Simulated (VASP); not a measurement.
Here is a VASP 6.6.1 calculation.

File INCAR:

```
ALGO = Normal
EDIFF = 1E-7
ENCUT = 520
GGA = PE
ISIF = 2
ISMEAR = 0
LASPH = True
LCHARG = True
LELF = True
LREAL = False
LVHAR = True
LWAVE = False
NBANDS = 18
NELM = 100
PREC = Accurate
SIGMA = 0.15
```

The input KPOINTS:

```
k-points
0
Gamma
  22 22 22
```

Contents of POSCAR:

```
Si2W
1.0
   -1.7391648794      1.7391648794      3.3897133508
    1.7391648794     -1.7391648794      3.3897133508
    1.7391648794      1.7391648794     -3.3897133508
Si W
2 1
Direct
    0.3345744059      0.3345744059      0.0000000000
    0.6654255941      0.6654255941      0.0000000000
    0.0000000000      0.0000000000      0.0000000000
```

Potentials or basis: VASP PAW PBE potentials, release 64 (Si, W_sv).

The run is started by

```sh
$ cat potpaw_PBE.64/Si/POTCAR potpaw_PBE.64/W_sv/POTCAR > POTCAR
$ mpirun -np 1 vasp_std > vasp.out
```

Question: Predict the largest force.

Answer: 1.105 eV/Å.

Question: What does it give for the band gap on the k mesh?

Answer: Zero (band 11 reaches 12.53 eV, above the bottom of band 12 at 11.25 eV).

Stress tensor (GPa, compression positive):
```
-17.26   0.00   0.00
  0.00 -17.26   0.00
  0.00   0.00  92.70
```

Caveat: spin-orbit coupling is left out, which moves the levels of the heavy elements; forces of over 1 eV/Å act on the atoms, so gaps and moduli don't describe the material at rest.
